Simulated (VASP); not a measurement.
# Ti3PO2 (P1) in VASP: a series of runs

Ti3PO2 is run at these levels: LDA, r2SCAN; tasks: single point.

Program: VASP 6.6.1. These are calculated values, not measurements. Logs are shortened: lines on timing, memory, paths and dates and some standing lists are left out, and cuts for length are marked.

## Step 1: The cell of the first run

The typed cell holds 6 atoms: a = 3.172 Å, b = 3.172 Å, c = 8.023 Å, α = 90.00°, β = 90.00°, γ = 120.00°.

## Step 2: Single point, LDA

INCAR

```
PREC     = Accurate       # precision mode
ENCUT    = 520            # plane-wave cutoff, eV
EDIFF    = 1E-6           # SCF threshold, eV
ISMEAR   = 0              # smearing method
SIGMA    = 0.05           # smearing width, eV
LREAL    = F              # projectors in reciprocal space
LASPH    = T              # aspherical terms in the spheres
NELM     = 60             # most SCF steps
ALGO     = Normal         # electronic algorithm
ISIF     = 2              # what is computed and relaxed
LWAVE    = F              # write WAVECAR
LCHARG   = F              # write CHGCAR
NBANDS   = 36             # bands
```

KPOINTS

```
Automatic mesh
0
Gamma
  7 7 3
```

POSCAR

```
Ti3PO2
1.0
    3.1724101510      0.0000000000      0.0000000000
   -1.5862050755      2.7473877820      0.0000000000
    0.0000000000      0.0000000000      8.0228210000
Ti P O
3 1 2
Direct
    0.0063260000      0.0119380000     -0.0023080000
    0.6663750000      0.3350840000      0.2905500000
    0.3096740000      0.6614990000      0.7031260000
   -0.0050960000      0.0085090000      0.4948450000
    0.6406770000      0.3203160000      0.8503140000
    0.3282720000      0.6763660000      0.1376010000
```

Potentials or basis: VASP PAW LDA potentials, release 64 (Ti_sv, P, O).

On the command line:

```sh
$ cat potpaw_LDA.64/Ti_sv/POTCAR potpaw_LDA.64/P/POTCAR potpaw_LDA.64/O/POTCAR > POTCAR
$ mpirun -np 1 vasp_std > vasp.out
```

OUTCAR:

```text
PREC = Accurate
   ENCUT = 520
   EDIFF = 1E-6
   ISMEAR = 0
   LREAL = F
   LASPH = T
   NELM = 60
   ISIF = 2

 ion  position               nearest neighbor table
   1  0.006  0.012  0.998-   5 2.11   6 2.13   6 2.14   6 2.17   5 2.20   5 2.24
   2  0.666  0.335  0.291-   6 2.19   6 2.19   6 2.23   4 2.43   4 2.47   4 2.47
   3  0.310  0.661  0.703-   5 2.16   5 2.18   5 2.19   4 2.45   4 2.47   4 2.52
   4  0.995  0.009  0.495-   2 2.43   3 2.45   2 2.47   3 2.47   2 2.47   3 2.52
   5  0.641  0.320  0.850-   1 2.11   3 2.16   3 2.18   3 2.19   1 2.20   1 2.24
   6  0.328  0.676  0.138-   1 2.13   1 2.14   1 2.17   2 2.19   2 2.19   2 2.23

  LATTYP: Found a hexagonal cell.
 ALAT       =     3.1724101510
 C/A-ratio  =     2.5289356099

  Lattice vectors:

 A1 = (   3.1724101510,   0.0000000000,   0.0000000000)
 A2 = (  -1.5862050755,   2.7473877820,   0.0000000000)
 A3 = (   0.0000000000,   0.0000000000,   8.0228210000)

Analysis of symmetry for initial positions (statically):
=====================================================================
 Subroutine PRICEL returns:
 Original cell was already a primitive cell.

 Routine SETGRP: Setting up the symmetry group for a
 hexagonal supercell.

 Subroutine GETGRP returns: Found  1 space group operations
 (whereof  1 operations were pure point group operations)
 out of a pool of 24 trial point group operations.

The static configuration has the point symmetry C_1 .

Analysis of symmetry for dynamics (positions and initial velocities):
=====================================================================
 Subroutine PRICEL returns:
 Original cell was already a primitive cell.

 Routine SETGRP: Setting up the symmetry group for a
 hexagonal supercell.

 Subroutine GETGRP returns: Found  1 space group operations
 (whereof  1 operations were pure point group operations)
 out of a pool of 24 trial point group operations.

The dynamic configuration has the point symmetry C_1 .

 Subroutine INISYM returns: Found  1 space group operations
 (whereof  1 operations are pure point group operations),
 and found     1 'primitive' translations

----------------------------------------------------------------------------------------

                                     Primitive cell

  volume of cell :      69.9256

  direct lattice vectors                    reciprocal lattice vectors
     3.172410151  0.000000000  0.000000000     0.315217753  0.181991055  0.000000000
    -1.586205075  2.747387782  0.000000000     0.000000000  0.363982109  0.000000000
     0.000000000  0.000000000  8.022821000     0.000000000  0.000000000  0.124644436

  length of vectors
     3.172410151  3.172410151  8.022821000     0.363982109  0.363982109  0.124644436

  position of ions in fractional coordinates (direct lattice)
     0.006326000  0.011938000  0.997692000
     0.666375000  0.335084000  0.290550000
     0.309674000  0.661499000  0.703126000
     0.994904000  0.008509000  0.494845000
     0.640677000  0.320316000  0.850314000
     0.328272000  0.676366000  0.137601000

  ion indices of the primitive-cell ions
   primitive index   ion index
                 1           1
                 2           2
                 3           3
                 4           4
                 5           5
                 6           6

----------------------------------------------------------------------------------------

 KPOINTS: Automatic mesh

Automatic generation of k-mesh.
 Grid dimensions read from file:
 generate k-points for:    7    7    3

 Generating k-lattice:

  Cartesian coordinates                     Fractional coordinates (reciprocal lattice)
     0.045031108  0.025998722  0.000000000     0.142857143  0.000000000  0.000000000
     0.000000000  0.051997444  0.000000000     0.000000000  0.142857143  0.000000000
     0.000000000  0.000000000  0.041548145     0.000000000  0.000000000  0.333333333

  Length of vectors
     0.051997444  0.051997444  0.041548145

  Shift w.r.t. Gamma in fractional coordinates (k-lattice)
     0.000000000  0.000000000  0.000000000

 Subroutine IBZKPT returns following result:
 ===========================================

 Found     74 irreducible k-points:

 Following reciprocal coordinates:
            Coordinates               Weight
  0.000000  0.000000  0.000000      1.000000
  0.142857  0.000000  0.000000      2.000000
  0.000000  0.142857  0.000000      2.000000
 -0.142857  0.142857  0.000000      2.000000
  0.285714  0.000000  0.000000      2.000000
  0.000000  0.285714  0.000000      2.000000
[... 16 lines left out ...]
  0.285714  0.285714  0.000000      2.000000
 -0.285714 -0.428571  0.000000      2.000000
 [... further k-points ...]
   k-points           NKPTS =     74   k-points in BZ     NKDIM =     74   number of bands    NBANDS=     36
   number of dos      NEDOS =    301   number of ions     NIONS =      6
   total plane-waves  NPLWV =  34560
   dimension x,y,z NGX =    24 NGY =   24 NGZ =   60
   dimension x,y,z NGXF=    48 NGYF=   48 NGZF=  120
   ions per type =               3   1   2
   NGX,Y,Z   is equivalent  to a cutoff of  12.58, 12.58, 12.43 a.u.
   NGXF,Y,Z  is equivalent  to a cutoff of  25.15, 25.15, 24.87 a.u.
 SYSTEM =  unknown system
   PREC   = accura    normal or accurate (medium, high low for compatibility)
   ISTART =      0    job   : 0-new  1-cont  2-samecut
   ICHARG =      2    charge: 1-file 2-atom 10-const
   ISPIN  =      1    spin polarized calculation?
   LNONCOLLINEAR =      F non collinear calculations
   LSORBIT =      F    spin-orbit coupling
   LASPH  =      T    aspherical Exc in radial PAW
   ENCUT  =  520.0 eV  38.22 Ry    6.18 a.u.   5.90  5.90 14.92*2*pi/ulx,y,z
   NELM   =     60;   NELMIN=  2; NELMDL= -5     # of ELM steps
   EDIFF  = 0.1E-05   stopping-criterion for ELM
   LREAL  =      F    real-space projection
   EDIFFG = 0.1E-04   stopping-criterion for IOM
   NSW    =      0    number of steps for IOM
   IBRION =     -1    ionic relax: 0-MD 1-quasi-New 2-CG
   NFREE  =      0    steps in history (QN), initial steepest desc. (CG)
   ISIF   =      2    stress and relaxation
   ISYM   =      2    0-nonsym 1-usesym 2-fastsym
   POTIM  = 0.5000    time-step for ionic-motion
   TEBEG  =    0.0;   TEEND  =   0.0 temperature during run
   PSTRESS=    0.0 pullay stress
   NELECT =      53.0000    total number of electrons
   NUPDOWN=      -1.0000    fix difference up-down
   EMIN   =  10.00;   EMAX   =-10.00  energy-range for DOS
   EFERMI =   0.00;   METHOD = LEGACY
   ISMEAR =     0;   SIGMA  =   0.05  broadening in eV -4-tet -1-fermi 0-gaus
   EFERMI_NEDOS =   21; number of points for ismear=-14 and -15
   IALGO  =     38    algorithm
   IMIX   =      4    mixing-type and parameters
     AMIX     =   0.40;   BMIX     =  1.00
     AMIX_MAG =   1.60;   BMIX_MAG =  1.00
  volume/ion in A,a.u.               =      11.65        78.65
  Fermi-wavevector in a.u.,A,eV,Ry     =   1.492639  2.820678 30.313370  2.227970
  Thomas-Fermi vector in A             =   2.605141
   LORBIT       =      0    0 simple, 1 ext, 2 COOP (PROOUT), +10 PAW based schemes
   GGA     = CA    functional components
   LHFCALC =     F    Hartree Fock is set to
   AEXX    =    0.0000 exact exchange contribution
   IVDW    =     0    specifies the selected vdW correction
   LEPSILON=     F    determine dielectric tensor
   LRPA    =     F    only Hartree local field effects (RPA)
 non-spin polarized calculation
 Gauss-broadening in eV      SIGMA  =   0.05
  energy-cutoff  :      520.00
  volume of cell :       69.93
 maximum number of plane-waves:      1899
   NGX = 11   NGY = 11   NGZ = 29

 number of electron      53.0000006 magnetization

 Free energy of the ion-electron system (eV)
  ---------------------------------------------------
  ext. energy  EPLUGINS =         0.00000000
  ---------------------------------------------------
  free energy    TOTEN  =       -54.98213734 eV

  energy without entropy =      -54.97584880  energy(sigma->0) =      -54.97899307

 E-fermi :  10.5046     XC(G=0): -12.5781

 val. band max:       10.5013296189   @ k =  -0.1429   0.2857   0.3333
 cond. band min:      10.5105287464   @ k =  -0.2857   0.2857   0.3333
 fundamental gap:      0.0091991274
 Fermi energy:        10.5046185597

 k-point     1 :       0.0000    0.0000    0.0000
  band No.  band energies     occupation
      1     -46.8077      2.00000
      2     -46.3664      2.00000
      3     -46.3135      2.00000
      4     -23.6275      2.00000
      5     -23.3888      2.00000
      6     -23.3772      2.00000
[... 28 lines left out ...]
     35      11.5341      0.00000
     36      12.4888      0.00000

 k-point     2 :       0.1429    0.0000    0.0000
  band No.  band energies     occupation
      1     -46.8003      2.00000
      2     -46.3602      2.00000
      3     -46.3073      2.00000
      4     -23.6042      2.00000
      5     -23.4645      2.00000
      6     -23.3932      2.00000
[... 28 lines left out ...]
     35      11.8693      0.00000
     36      12.6421      0.00000

 k-point     3 :       0.0000    0.1429    0.0000
  band No.  band energies     occupation
      1     -46.8003      2.00000
      2     -46.3602      2.00000
      3     -46.3073      2.00000
      4     -23.6056      2.00000
      5     -23.4530      2.00000
      6     -23.4027      2.00000
[... 28 lines left out ...]
     35      11.8822      0.00000
     36      12.6605      0.00000

 k-point     4 :      -0.1429    0.1429    0.0000
  band No.  band energies     occupation
      1     -46.8002      2.00000
      2     -46.3602      2.00000
      3     -46.3073      2.00000
      4     -23.6044      2.00000
      5     -23.4635      2.00000
      6     -23.3943      2.00000
[... 28 lines left out ...]
     35      11.9076      0.00000
     36      12.6494      0.00000

 k-point     5 :       0.2857    0.0000    0.0000
  band No.  band energies     occupation
      1     -46.7835      2.00000
      2     -46.3462      2.00000
      3     -46.2933      2.00000
      4     -23.6223      2.00000
      5     -23.5532      2.00000
      6     -23.4251      2.00000
[... 655 lines left out ...]
 k-point    22 :       0.4286    0.4286    0.0000
  band No.  band energies     occupation
      1     -46.7662      2.00000
      2     -46.3318      2.00000
      3     -46.2790      2.00000
      4     -23.7337      2.00000
      5     -23.5114      2.00000
      6     -23.4937      2.00000
[... 28 lines left out ...]
     35      12.7163      0.00000
     36      12.9170      0.00000

 k-point    23 :       0.2857    0.2857    0.0000
  band No.  band energies     occupation
      1     -46.7647      2.00000
      2     -46.3303      2.00000
      3     -46.2775      2.00000
      4     -23.6736      2.00000
      5     -23.5829      2.00000
      6     -23.4909      2.00000
[... 28 lines left out ...]
     35      12.7212      0.00000
     36      13.1225      0.00000

 k-point    24 :      -0.2857   -0.4286    0.0000
  band No.  band energies     occupation
      1     -46.7647      2.00000
      2     -46.3304      2.00000
      3     -46.2776      2.00000
      4     -23.6708      2.00000
      5     -23.5876      2.00000
      6     -23.4898      2.00000
[... 28 lines left out ...]
     35      12.6819      0.00000
     36      13.1656      0.00000

 [... further k-points ...]

------------------------ aborting loop because EDIFF is reached ----------------------------------------

  FORCE on cell =-STRESS in cart. coord.  units (eV):
  Direction    XX          YY          ZZ          XY          YZ          ZX
  --------------------------------------------------------------------------------------
  -------------------------------------------------------------------------------------
  Total       -5.4983044     -5.5563896     -4.9883319     -0.0923428     -0.0992978      0.0219602
  in kB     -125.9803942   -127.3112783   -114.2956032     -2.1158131     -2.2751705      0.5031643
  external PRESSURE =    -122.5290919 kB  Pullay stress =       0.0000000 kB

 VOLUME and BASIS-vectors are now :
 -----------------------------------------------------------------------------
  energy-cutoff  :      520.00
  volume of cell :       69.93
      direct lattice vectors                 reciprocal lattice vectors
     3.172410151  0.000000000  0.000000000     0.315217753  0.181991055  0.000000000
    -1.586205075  2.747387782  0.000000000     0.000000000  0.363982109  0.000000000
     0.000000000  0.000000000  8.022821000     0.000000000  0.000000000  0.124644436

 POSITION                                       TOTAL-FORCE (eV/Angst)
 -----------------------------------------------------------------------------------
      0.00113      0.03280      8.00430        -0.285202     -0.160666     -0.123845
      1.58250      0.92061      2.33103        -0.146722      0.102401     -0.511438
     -0.06686      1.81739      5.64105         0.093373      0.005777      0.340259
      3.14275      0.02338      3.97005        -0.032923     -0.207423      0.108216
      1.52440      0.88003      6.82192         0.219775      0.347128      0.133840
     -0.03144      1.85824      1.10395         0.151698     -0.087216      0.052968
 -----------------------------------------------------------------------------------
    total drift:                               -0.000002      0.000085      0.000084

  FREE ENERGIE OF THE ION-ELECTRON SYSTEM (eV)
  ---------------------------------------------------
  free  energy   TOTEN  =       -54.9821373417 eV

  energy  without entropy=      -54.9758488040  energy(sigma->0) =      -54.97899307
```

Wall time 3.2 min (1 thread of Intel Xeon Platinum 8488C (Sapphire Rapids), shared host); peak memory 0.26 GiB.

What came out:

| Quantity | Value |
| --- | --- |
| Free energy | -54.9821 eV |
| Pressure | -12.3 GPa |
| Largest force | 0.542 eV/Å |
| Band gap on the k mesh | zero (an odd number of electrons rules out a gap without spin polarisation) |

Forces on the atoms (eV/Å):
```
Ti  -0.285 -0.161 -0.124
Ti  -0.147  0.102 -0.511
Ti   0.093  0.006  0.340
P   -0.033 -0.207  0.108
O    0.220  0.347  0.134
O    0.152 -0.087  0.053
```

Caveat: the cell stands under tension; an odd number of electrons without spin polarisation forces a metal; a magnetic or distorted state may lie lower.

## Step 3: Single point, LDA

INCAR

```
SYSTEM = Ti3PO2
  PREC = Accurate
  ENCUT = 520
  EDIFF = 1E-6
  ISMEAR = 0
  SIGMA = 0.05
  LREAL = .FALSE.
  LASPH = .TRUE.
  NELM = 100
  ALGO = Normal
  ISIF = 2
  LWAVE = .FALSE.
  LCHARG = .FALSE.
  GGA = CA
  NBANDS = 36
```

KPOINTS

```
Automatic mesh
0
G
  9 9 3
  0 0 0
```

POSCAR is that of step 2.

Potentials or basis: VASP PAW LDA potentials, release 64 (Ti_sv, P, O).

On the command line:

```sh
$ cat potpaw_LDA.64/Ti_sv/POTCAR potpaw_LDA.64/P/POTCAR potpaw_LDA.64/O/POTCAR > POTCAR
$ mpirun -np 1 vasp_std > vasp.out
```

OUTCAR:

```text
SYSTEM = Ti3PO2
   PREC = Accurate
   ENCUT = 520
   EDIFF = 1E-6
   ISMEAR = 0
   LREAL = .FALSE.
   LASPH = .TRUE.
   NELM = 100
   ISIF = 2
   GGA = CA

 ion  position               nearest neighbor table
   1  0.006  0.012  0.998-   5 2.11   6 2.13   6 2.14   6 2.17   5 2.20   5 2.24
   2  0.666  0.335  0.291-   6 2.19   6 2.19   6 2.23   4 2.43   4 2.47   4 2.47
   3  0.310  0.661  0.703-   5 2.16   5 2.18   5 2.19   4 2.45   4 2.47   4 2.52
   4  0.995  0.009  0.495-   2 2.43   3 2.45   2 2.47   3 2.47   2 2.47   3 2.52
   5  0.641  0.320  0.850-   1 2.11   3 2.16   3 2.18   3 2.19   1 2.20   1 2.24
[... 1144 lines left out ...]
  -------------------------------------------------------------------------------------
  Total       -5.2450252     -5.3537220     -5.4311059     -0.0414622     -0.0923945      0.0510656
  in kB     -120.1771132   -122.6676388   -124.4407031     -0.9500064     -2.1169964      1.1700452
  external PRESSURE =    -122.4284850 kB  Pullay stress =       0.0000000 kB

 VOLUME and BASIS-vectors are now :
 -----------------------------------------------------------------------------
  energy-cutoff  :      520.00
  volume of cell :       69.93
      direct lattice vectors                 reciprocal lattice vectors
     3.172410151  0.000000000  0.000000000     0.315217753  0.181991055  0.000000000
    -1.586205075  2.747387782  0.000000000     0.000000000  0.363982109  0.000000000
     0.000000000  0.000000000  8.022821000     0.000000000  0.000000000  0.124644436

 POSITION                                       TOTAL-FORCE (eV/Angst)
 -----------------------------------------------------------------------------------
      0.00113      0.03280      8.00430        -0.272434     -0.149238     -0.118525
      1.58250      0.92061      2.33103        -0.141957      0.107529     -0.452612
     -0.06686      1.81739      5.64105         0.097743      0.008038      0.296998
      3.14275      0.02338      3.97005        -0.026789     -0.205677      0.104259
      1.52440      0.88003      6.82192         0.202289      0.335391      0.145403
     -0.03144      1.85824      1.10395         0.141147     -0.096044      0.024478
 -----------------------------------------------------------------------------------
    total drift:                               -0.000018      0.000141     -0.000072

  FREE ENERGIE OF THE ION-ELECTRON SYSTEM (eV)
  ---------------------------------------------------
  free  energy   TOTEN  =       -54.9714200996 eV

  energy  without entropy=      -54.9658172990  energy(sigma->0) =      -54.96861870
```

OSZICAR:

```text
N       E                     dE             d eps       ncg     rms          rms(c)
DAV:   1     0.707523063229E+03    0.70752E+03   -0.25675E+04  8784   0.175E+03
DAV:   2     0.405001742662E+02   -0.66702E+03   -0.64535E+03  8844   0.537E+02
DAV:   3    -0.565260353172E+02   -0.97026E+02   -0.94862E+02 12968   0.185E+02
DAV:   4    -0.634956722881E+02   -0.69696E+01   -0.68810E+01 13736   0.464E+01
DAV:   5    -0.638020592065E+02   -0.30639E+00   -0.30517E+00 12432   0.847E+00    0.233E+01
DAV:   6    -0.558346969292E+02    0.79674E+01   -0.69641E+01 13408   0.591E+01    0.105E+01
DAV:   7    -0.573199154532E+02   -0.14852E+01   -0.41517E+01 13356   0.314E+01    0.116E+01
DAV:   8    -0.551013259828E+02    0.22186E+01   -0.53658E+00 13480   0.156E+01    0.522E+00
DAV:   9    -0.553451856525E+02   -0.24386E+00   -0.41885E+00 15292   0.160E+01    0.510E+00
DAV:  10    -0.550934197644E+02    0.25177E+00   -0.20773E+00 14540   0.838E+00    0.358E+00
DAV:  11    -0.550087966563E+02    0.84623E-01   -0.18166E+00 12884   0.594E+00    0.165E+00
DAV:  12    -0.549768825481E+02    0.31914E-01   -0.38641E-01 13920   0.491E+00    0.802E-01
DAV:  13    -0.549769853023E+02   -0.10275E-03   -0.13356E-01 13224   0.199E+00    0.677E-01
DAV:  14    -0.549718287008E+02    0.51566E-02   -0.18367E-02 12932   0.940E-01    0.193E-01
DAV:  15    -0.549714171408E+02    0.41156E-03   -0.31718E-03 15396   0.325E-01    0.406E-02
DAV:  16    -0.549714202853E+02   -0.31446E-05   -0.21478E-04 11040   0.119E-01    0.706E-03
DAV:  17    -0.549714208284E+02   -0.54313E-06   -0.10246E-05 12988   0.237E-02    0.843E-03
DAV:  18    -0.549714200996E+02    0.72888E-06   -0.48852E-06  8396   0.139E-02
   1 F= -.54971420E+02 E0= -.54968619E+02  d E =-.560280E-02
```

stdout:

```text
POSCAR found type information on POSCAR TiP O
 POSCAR found :  3 types and       6 ions
 scaLAPACK will be used
 LDA part: xc-table for (Slater(with rela. corr.)+CA(PZ))
 , standard interpolation
 POSCAR, INCAR and KPOINTS ok, starting setup
 FFT: planning ... GRIDC
 FFT: planning ... GRID_SOFT
 FFT: planning ... GRID
 WAVECAR not read
 entering main loop
```

Wall time 5.1 min (1 thread of Intel Xeon Platinum 8488C (Sapphire Rapids), shared host); peak memory 0.34 GiB.

What came out:

```
Free energy            : -54.9714 eV
Pressure               : -12.2 GPa
Largest force          : 0.486 eV/Å
Band gap on the k mesh : zero (an odd number of electrons rules out a gap without spin polarisation)
```

Forces on the atoms (eV/Å):
```
Ti  -0.272 -0.149 -0.119
Ti  -0.142  0.108 -0.453
Ti   0.098  0.008  0.297
P   -0.027 -0.206  0.104
O    0.202  0.335  0.145
O    0.141 -0.096  0.024
```

Caveat: the cell stands under tension; an odd number of electrons without spin polarisation forces a metal; a magnetic or distorted state may lie lower.

(Continued in part 2 of 2.)
